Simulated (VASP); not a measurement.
# Sc18H2C in VASP: notebook

The runs below take Sc18H2C through single point, with PBEsol.

Everything below comes from runs of VASP 6.6.1. Logs are shortened: lines on timing, memory, paths and dates and some standing lists are left out, and cuts for length are marked.

### Step 1. The cell of the first run

The cell holds a slab with vacuum, 21 atoms: a = 6.620 Å, b = 9.930 Å, c = 18.276 Å, α = 90.00°, β = 90.00°, γ = 60.00°.

### Step 2. Single point, PBEsol

INCAR reads:

```
SYSTEM = Sc18H2C
PREC = Accurate ; ENCUT = 520
EDIFF = 1E-6 ; ISMEAR = 0
SIGMA = 0.05 ; LREAL = Auto
LASPH = .TRUE. ; NELM = 80
ALGO = Normal ; ISIF = 2
LWAVE = .FALSE. ; LCHARG = .TRUE.
GGA = PS ; LELF = .TRUE.
LVHAR = .TRUE. ; NBANDS = 118
```

KPOINTS reads:

```
Automatic mesh
0
G
  3 2 1
  0 0 0
```

POSCAR reads:

```
Sc18H2C
1.0
    6.6200000000      0.0000000000      0.0000000000
    4.9650000000      8.5996320000      0.0000000000
    0.0000000000      0.0000000000     18.2761400000
Sc C H
18 1 2
Direct
    0.0000000000      0.0000000000      0.0547161490
    0.5000000000      0.0000000000      0.0547161490
    0.0000000000      0.3333333333      0.0547161490
    0.5000000000      0.3333333333      0.0547161490
    0.0000000000      0.6666666667      0.0547161490
    0.5000000000      0.6666666667      0.0547161490
   -0.1791686946      0.2280748758      0.1856369562
    0.3230263651      0.2285179180      0.1862580392
   -0.1743609748      0.5621439383      0.1888783408
    0.3273315397      0.5558457618      0.1922267503
   -0.1734160458      0.8963861477      0.1909526848
    0.3219101923      0.8983950709      0.1891784589
   -0.0093859420      0.0229935420      0.3234742128
    0.4791627142      0.0102976499      0.3263748253
   -0.0280460399      0.3427071065      0.3251046994
    0.4825653639      0.3352550435      0.3329285615
   -0.0143489602      0.6771045552      0.3245435852
    0.4771679136      0.6860731948      0.3211603763
    0.2948774028      0.2326049533      0.3789243790
   -0.1898347687      0.2361116150      0.3766779528
    0.3393163322      0.1893729871      0.4367841897
```

Potentials or basis: VASP PAW PBE potentials, release 64 (Sc_sv, C, H).

Run with:

```sh
$ cat potpaw_PBE.64/Sc_sv/POTCAR potpaw_PBE.64/C/POTCAR potpaw_PBE.64/H/POTCAR > POTCAR
$ mpirun -np 1 vasp_std > vasp.out
```

OUTCAR:

```text
SYSTEM = Sc18H2C
   PREC = Accurate
   ENCUT = 520
   EDIFF = 1E-6
   ISMEAR = 0
   LREAL = Auto
   LASPH = .TRUE.
   NELM = 80
   ISIF = 2
   GGA = PS

 ion  position               nearest neighbor table
   1  0.000  0.000  0.055-  12 3.07   7 3.09  11 3.12   5 3.31   3 3.31   6 3.31   4 3.31   2 3.31
                             2 3.31
   2  0.500  0.000  0.055-  12 3.10   8 3.11  11 3.12   6 3.31   4 3.31   5 3.31   3 3.31   1 3.31
                             1 3.31
   3  0.000  0.333  0.055-   8 3.03   7 3.08   9 3.14   1 3.31   2 3.31   6 3.31   5 3.31   4 3.31
                             4 3.31
   4  0.500  0.333  0.055-   7 3.02   8 3.07  10 3.16   2 3.31   1 3.31   5 3.31   6 3.31   3 3.31
                             3 3.31
   5  0.000  0.667  0.055-   9 3.10  10 3.14  11 3.18   1 3.31   2 3.31   4 3.31   3 3.31   6 3.31
                             6 3.31
   6  0.500  0.667  0.055-   9 3.08  12 3.16  10 3.18   2 3.31   1 3.31   3 3.31   4 3.31   5 3.31
                             5 3.31
   7  0.821  0.228  0.186-   4 3.02   3 3.08  13 3.08   1 3.09  15 3.15  10 3.26  11 3.28   8 3.29
                            12 3.30  16 3.32   8 3.33   9 3.33
   8  0.323  0.229  0.186-   3 3.03   4 3.07   2 3.11  14 3.18  15 3.24  16 3.25  10 3.27  12 3.28
                             7 3.29   9 3.30  11 3.32   7 3.33
   9  0.826  0.562  0.189-   6 3.08   5 3.10  15 3.13  17 3.13  18 3.14   3 3.14  10 3.29   8 3.30
[... 9 lines left out ...]
  14  0.479  0.010  0.326-  19 2.14  12 3.12  13 3.17   8 3.18  11 3.18  18 3.23  16 3.24  15 3.33
                            17 3.33
  15  0.972  0.343  0.325-  20 2.07  19 2.10  13 3.11   9 3.13   7 3.15   8 3.24  16 3.28  14 3.33
                            18 3.35  16 3.35  17 3.37
  16  0.483  0.335  0.333-  20 2.04  19 2.13  10 3.20  14 3.24  13 3.24   8 3.25  15 3.28   7 3.32
                            17 3.35  15 3.35
  17  0.986  0.677  0.325-  11 3.09  10 3.11   9 3.13  18 3.30  18 3.32  14 3.33  16 3.35  15 3.37

  18  0.477  0.686  0.321-  12 3.03  10 3.08   9 3.14  14 3.23  13 3.29  17 3.30  17 3.32  15 3.35

  19  0.295  0.233  0.379-  21 1.12  15 2.10  16 2.13  14 2.14
  20  0.810  0.236  0.377-  16 2.04  15 2.07  13 2.08
  21  0.339  0.189  0.437-  19 1.12

  LATTYP: Found a simple monoclinic cell.
 ALAT       =     6.6200000000
 B/A-ratio  =     2.7607462236
 C/A-ratio  =     1.3228756170
 COS(beta)  =    -0.1889822420

  Lattice vectors:

 A1 = (   6.6200000000,   0.0000000000,   0.0000000000)
 A2 = (   0.0000000000,   0.0000000000, -18.2761400000)
 A3 = (  -1.6550000000,   8.5996320000,   0.0000000000)

Analysis of symmetry for initial positions (statically):
=====================================================================
 Subroutine PRICEL returns:
 Original cell was already a primitive cell.

 Routine SETGRP: Setting up the symmetry group for a
 simple monoclinic supercell.

 Subroutine GETGRP returns: Found  1 space group operations
 (whereof  1 operations were pure point group operations)
 out of a pool of  4 trial point group operations.

The static configuration has the point symmetry C_1 .

Analysis of symmetry for dynamics (positions and initial velocities):
=====================================================================
 Subroutine PRICEL returns:
 Original cell was already a primitive cell.

 Routine SETGRP: Setting up the symmetry group for a
 simple monoclinic supercell.

 Subroutine GETGRP returns: Found  1 space group operations
 (whereof  1 operations were pure point group operations)
 out of a pool of  4 trial point group operations.

The dynamic configuration has the point symmetry C_1 .

 Subroutine INISYM returns: Found  1 space group operations
 (whereof  1 operations are pure point group operations),
 and found     1 'primitive' translations

----------------------------------------------------------------------------------------

                                     Primitive cell

  volume of cell :    1040.4527

  direct lattice vectors                    reciprocal lattice vectors
     6.620000000  0.000000000  0.000000000     0.151057402 -0.087213034  0.000000000
     4.965000000  8.599632000  0.000000000     0.000000000  0.116284046  0.000000000
     0.000000000  0.000000000 18.276140000     0.000000000  0.000000000  0.054716149

  length of vectors
     6.620000000  9.929999775 18.276140000     0.174426065  0.116284046  0.054716149

  position of ions in fractional coordinates (direct lattice)
     0.000000000  0.000000000  0.054716149
     0.500000000  0.000000000  0.054716149
     1.000000000  0.333333333  0.054716149
     0.500000000  0.333333333  0.054716149
     1.000000000  0.666666667  0.054716149
     0.500000000  0.666666667  0.054716149
[... 13 lines left out ...]
     0.810165231  0.236111615  0.376677953
     0.339316332  0.189372987  0.436784190

  ion indices of the primitive-cell ions
   primitive index   ion index
                 1           1
                 2           2
                 3           3
                 4           4
                 5           5
                 6           6
[... 13 lines left out ...]
                20          20
                21          21

----------------------------------------------------------------------------------------

 KPOINTS: Automatic mesh

Automatic generation of k-mesh.
 Grid dimensions read from file:
 generate k-points for:    3    2    1

 Generating k-lattice:

  Cartesian coordinates                     Fractional coordinates (reciprocal lattice)
     0.050352467 -0.029071011  0.000000000     0.333333333  0.000000000  0.000000000
     0.000000000  0.058142023  0.000000000     0.000000000  0.500000000  0.000000000
     0.000000000  0.000000000  0.054716149     0.000000000  0.000000000  1.000000000

  Length of vectors
     0.058142022  0.058142023  0.054716149

  Shift w.r.t. Gamma in fractional coordinates (k-lattice)
     0.000000000  0.000000000  0.000000000

 -----------------------------------------------------------------------------
|                                                                             |
|           W    W    AA    RRRRR   N    N  II  N    N   GGGG   !!!           |
|           W    W   A  A   R    R  NN   N  II  NN   N  G    G  !!!           |
|           W    W  A    A  R    R  N N  N  II  N N  N  G       !!!           |
|           W WW W  AAAAAA  RRRRR   N  N N  II  N  N N  G  GGG   !            |
|           WW  WW  A    A  R   R   N   NN  II  N   NN  G    G                |
|           W    W  A    A  R    R  N    N  II  N    N   GGGG   !!!           |
|                                                                             |
|     Your reciprocal lattice and k-lattice belong to different lattice       |
|     classes:                                                                |
|                                                                             |
|        The reciprocal lattice is simple monoclinic,                         |
|        whereas your k-lattice is hexagonal.                                 |
|                                                                             |
|     Results are often still useful ...                                      |
|                                                                             |
 -----------------------------------------------------------------------------

 Subroutine IBZKPT returns following result:
 ===========================================

 Found      4 irreducible k-points:

 Following reciprocal coordinates:
            Coordinates               Weight
  0.000000  0.000000  0.000000      1.000000
  0.333333 -0.000000  0.000000      2.000000
  0.000000  0.500000  0.000000      1.000000
  0.333333  0.500000  0.000000      2.000000
   k-points           NKPTS =      4   k-points in BZ     NKDIM =      4   number of bands    NBANDS=    118
   number of dos      NEDOS =    301   number of ions     NIONS =     21
   total plane-waves  NPLWV = 560000
   dimension x,y,z NGX =    50 NGY =   80 NGZ =  140
   dimension x,y,z NGXF=   100 NGYF=  160 NGZF=  280
   ions per type =              18   1   2
   NGX,Y,Z   is equivalent  to a cutoff of  12.56, 13.39, 12.73 a.u.
   NGXF,Y,Z  is equivalent  to a cutoff of  25.11, 26.79, 25.47 a.u.
 SYSTEM =  Sc18H2C
   PREC   = accura    normal or accurate (medium, high low for compatibility)
   ISTART =      0    job   : 0-new  1-cont  2-samecut
   ICHARG =      2    charge: 1-file 2-atom 10-const
   ISPIN  =      1    spin polarized calculation?
   LNONCOLLINEAR =      F non collinear calculations
   LSORBIT =      F    spin-orbit coupling
   LASPH  =      T    aspherical Exc in radial PAW
   ENCUT  =  520.0 eV  38.22 Ry    6.18 a.u.  12.31 18.46 33.98*2*pi/ulx,y,z
   NELM   =     80;   NELMIN=  2; NELMDL= -5     # of ELM steps
   EDIFF  = 0.1E-05   stopping-criterion for ELM
   LREAL  =      T    real-space projection
   EDIFFG = 0.1E-04   stopping-criterion for IOM
   NSW    =      0    number of steps for IOM
   IBRION =     -1    ionic relax: 0-MD 1-quasi-New 2-CG
   NFREE  =      0    steps in history (QN), initial steepest desc. (CG)
   ISIF   =      2    stress and relaxation
   ISYM   =      2    0-nonsym 1-usesym 2-fastsym
   POTIM  = 0.5000    time-step for ionic-motion
   TEBEG  =    0.0;   TEEND  =   0.0 temperature during run
   PSTRESS=    0.0 pullay stress
   NELECT =     204.0000    total number of electrons
   NUPDOWN=      -1.0000    fix difference up-down
   EMIN   =  10.00;   EMAX   =-10.00  energy-range for DOS
   EFERMI =   0.00;   METHOD = LEGACY
   ISMEAR =     0;   SIGMA  =   0.05  broadening in eV -4-tet -1-fermi 0-gaus
   EFERMI_NEDOS =   21; number of points for ismear=-14 and -15
   IALGO  =     38    algorithm
   IMIX   =      4    mixing-type and parameters
     AMIX     =   0.40;   BMIX     =  1.00
     AMIX_MAG =   1.60;   BMIX_MAG =  1.00
  volume/ion in A,a.u.               =      49.55       334.35
  Fermi-wavevector in a.u.,A,eV,Ry     =   0.951066  1.797255 12.306837  0.904527
  Thomas-Fermi vector in A             =   2.079502
   LORBIT       =      0    0 simple, 1 ext, 2 COOP (PROOUT), +10 PAW based schemes
   GGA     = PS    functional components
   LHFCALC =     F    Hartree Fock is set to
   AEXX    =    0.0000 exact exchange contribution
   IVDW    =     0    specifies the selected vdW correction
   LEPSILON=     F    determine dielectric tensor
   LRPA    =     F    only Hartree local field effects (RPA)
 non-spin polarized calculation
 Gauss-broadening in eV      SIGMA  =   0.05
  energy-cutoff  :      520.00
  volume of cell :     1040.45
 maximum number of plane-waves:     28075
 NGX is ok and might be reduce to    50
   NGX = 25   NGY = 37   NGZ = 67

 number of electron     203.9999995 magnetization

 Free energy of the ion-electron system (eV)
  ---------------------------------------------------
  ext. energy  EPLUGINS =         0.00000000
  ---------------------------------------------------
  free energy    TOTEN  =      -127.04196590 eV

  energy without entropy =     -126.98949748  energy(sigma->0) =     -127.01573169

 E-fermi :  -0.2283     XC(G=0):  -5.2783

 val. band max:       -0.2429496778   @ k =   0.3333   0.5000   0.0000
 cond. band min:      -0.2264973784   @ k =   0.3333  -0.0000   0.0000
 fundamental gap:      0.0164522994
 Fermi energy:        -0.2283207114

 k-point     1 :       0.0000    0.0000    0.0000
  band No.  band energies     occupation
      1     -49.7840      2.00000
      2     -49.7650      2.00000
      3     -49.7429      2.00000
      4     -49.7243      2.00000
      5     -49.7044      2.00000
      6     -49.6904      2.00000
[... 457 lines left out ...]
    113       0.2737      0.00000
    114       0.4507      0.00000
 [bands above 114 left out]

------------------------ aborting loop because EDIFF is reached ----------------------------------------

  FORCE on cell =-STRESS in cart. coord.  units (eV):
  Direction    XX          YY          ZZ          XY          YZ          ZX
  --------------------------------------------------------------------------------------
  -------------------------------------------------------------------------------------
  Total       -5.5265209     -4.4922377      0.0519808     -0.2469555     -1.4445732      0.8928333
  in kB       -8.5102059     -6.9175289      0.0800445     -0.3802830     -2.2244764      1.3748604
  external PRESSURE =      -5.1158968 kB  Pullay stress =       0.0000000 kB

 VOLUME and BASIS-vectors are now :
 -----------------------------------------------------------------------------
  energy-cutoff  :      520.00
  volume of cell :     1040.45
      direct lattice vectors                 reciprocal lattice vectors
     6.620000000  0.000000000  0.000000000     0.151057402 -0.087213034  0.000000000
     4.965000000  8.599632000  0.000000000     0.000000000  0.116284046  0.000000000
     0.000000000  0.000000000 18.276140000     0.000000000  0.000000000  0.054716149

 POSITION                                       TOTAL-FORCE (eV/Angst)
 -----------------------------------------------------------------------------------
      0.00000      0.00000      1.00000        -0.054563      0.037131      0.069141
      3.31000      0.00000      1.00000         0.018904     -0.016575     -0.000468
      1.65500      2.86654      1.00000        -0.056856      0.119176     -0.135808
      4.96500      2.86654      1.00000        -0.022976      0.091964     -0.165815
      3.31000      5.73309      1.00000        -0.021370      0.073047      0.112665
      6.62000      5.73309      1.00000        -0.034694      0.012496      0.109273
[... 13 lines left out ...]
      6.53559      2.03047      6.88422         0.006452     -0.007787     -0.023377
      3.18651      1.62854      7.98273         0.072492     -0.043400      0.034177
 -----------------------------------------------------------------------------------
    total drift:                               -0.007004     -0.001536     -0.001846

  FREE ENERGIE OF THE ION-ELECTRON SYSTEM (eV)
  ---------------------------------------------------
  free  energy   TOTEN  =      -127.0419659014 eV

  energy  without entropy=     -126.9894974758  energy(sigma->0) =     -127.01573169
```

It took 46 min on 1 thread of Intel Xeon 8259CL, shared host; peak memory 1.2 GiB.

What came out:

```yaml
Free_energy: -127.0420 eV
Largest_force: 0.233 eV/Å
Band_gap_on_the_k_mesh: zero (bands 102 and 103 overlap by 0.07 eV)
```

Forces in eV/Å, atoms in the order of the input:
```
Sc  -0.055  0.037  0.069
Sc   0.019 -0.017  0.000
Sc  -0.057  0.119 -0.136
Sc  -0.023  0.092 -0.166
Sc  -0.021  0.073  0.113
Sc  -0.035  0.012  0.109
Sc   0.029 -0.029 -0.011
Sc   0.000 -0.038 -0.018
Sc   0.013 -0.002  0.033
Sc   0.026  0.014 -0.046
Sc  -0.015 -0.043  0.020
Sc   0.004 -0.009 -0.047
Sc  -0.209 -0.097  0.033
Sc   0.203 -0.059 -0.017
Sc   0.050  0.113  0.024
Sc  -0.007 -0.005 -0.038
Sc   0.038 -0.034  0.002
Sc  -0.042 -0.020  0.005
C    0.003 -0.057  0.058
H    0.006 -0.008 -0.023
H    0.072 -0.043  0.034
```

Caveat: the k points lie up to 0.37 Å⁻¹ apart; there is no dipole correction, which matters where the two faces differ; the PAW data sets were made with another functional, which shifts forces and pressure a little.

### Step 3. Single point, PBEsol

INCAR reads:

```
SYSTEM = Sc18H2C
PREC = Accurate ; ENCUT = 520
EDIFF = 1E-6 ; ISMEAR = 0
SIGMA = 0.05 ; LREAL = Auto
LASPH = .TRUE. ; NELM = 80
ALGO = Normal ; ISIF = 2
LWAVE = .FALSE. ; LCHARG = .FALSE.
GGA = PS ; NBANDS = 118
```

KPOINTS is that of step 2.

POSCAR reads:

```
Sc18H2C
1.0
    6.6200000000      0.0000000000      0.0000000000
    4.9650000000      8.5996320000      0.0000000000
    0.0000000000      0.0000000000     18.2761400000
Sc C H
18 1 2
Direct
    0.0000000000      0.0000000000      0.0547161490
    0.5000000000      0.0000000000      0.0547161490
    0.0000000000      0.3333333333      0.0547161490
    0.5000000000      0.3333333333      0.0547161490
    0.0000000000      0.6666666667      0.0547161490
    0.5000000000      0.6666666667      0.0547161490
   -0.1581501659      0.2149136149      0.1911505931
    0.3332078808      0.2209228255      0.1881870023
   -0.1591293605      0.5493042028      0.1913286941
    0.3467821516      0.5433529016      0.1899389039
   -0.1481948197      0.8859544222      0.1896829418
    0.3388343699      0.8836186246      0.1900379949
    0.0486069066      0.0134342958      0.3419173852
    0.5271821330     -0.0129997423      0.3219336797
    0.0076935942      0.3181591956      0.3397414334
    0.5238794344      0.3100580350      0.3326624769
    0.0294153113      0.6506555164      0.3220045371
    0.5016046383      0.6595021740      0.3234543509
    0.2745302028      0.1161589240      0.3957435761
   -0.1652357704      0.2195645116      0.3933044396
    0.2294574282      0.1645985549      0.4525898795
```

Potentials or basis: VASP PAW PBE potentials, release 64 (Sc_sv, C, H).

Run with:

```sh
$ cat potpaw_PBE.64/Sc_sv/POTCAR potpaw_PBE.64/C/POTCAR potpaw_PBE.64/H/POTCAR > POTCAR
$ mpirun -np 1 vasp_std > vasp.out
```

It took 37 min on 1 thread of Intel Xeon Platinum 8375C at 2.90GHz (Ice Lake), shared host; peak memory 1.2 GiB.

The run converged. Its results:

```yaml
Free_energy: -126.5426 eV
Largest_force: 0.430 eV/Å
Band_gap_on_the_k_mesh: zero (bands 102 and 103 overlap by 0.04 eV)
```

Forces in eV/Å, atoms in the order of the input:
```
Sc   0.022 -0.091  0.025
Sc   0.091 -0.066  0.116
Sc  -0.024  0.057 -0.016
Sc   0.026 -0.019  0.029
Sc   0.054 -0.060  0.165
Sc  -0.018 -0.073  0.132
Sc   0.019 -0.016 -0.005
Sc   0.018 -0.009 -0.007
Sc   0.020  0.000 -0.005
Sc   0.027 -0.016  0.005
Sc   0.038 -0.010 -0.010
Sc   0.022 -0.001 -0.004
Sc   0.049  0.023  0.040
Sc   0.115 -0.055 -0.079
Sc   0.011  0.083 -0.072
Sc  -0.066  0.008 -0.042
Sc   0.038 -0.009  0.006
Sc   0.044  0.010  0.009
C   -0.038  0.030 -0.016
H   -0.286  0.224 -0.231
H   -0.161 -0.011 -0.042
```

Levels at points of the mesh, in eV from the Fermi level:
```tsv
k point	band 98	band 99	band 100	band 101	band 102	band 103	band 104	band 105	band 106	band 107
(0.00, 0.00, 0.00)	-0.20	-0.15	-0.14	-0.11	-0.10	-0.05	0.03	0.09	0.19	0.24
(0.00, 0.50, 0.00)	-0.23	-0.19	-0.15	-0.12	-0.08	0.03	0.08	0.10	0.25	0.27
```

Caveat: the k points lie up to 0.37 Å⁻¹ apart; there is no dipole correction, which matters where the two faces differ; the PAW data sets were made with another functional, which shifts forces and pressure a little.
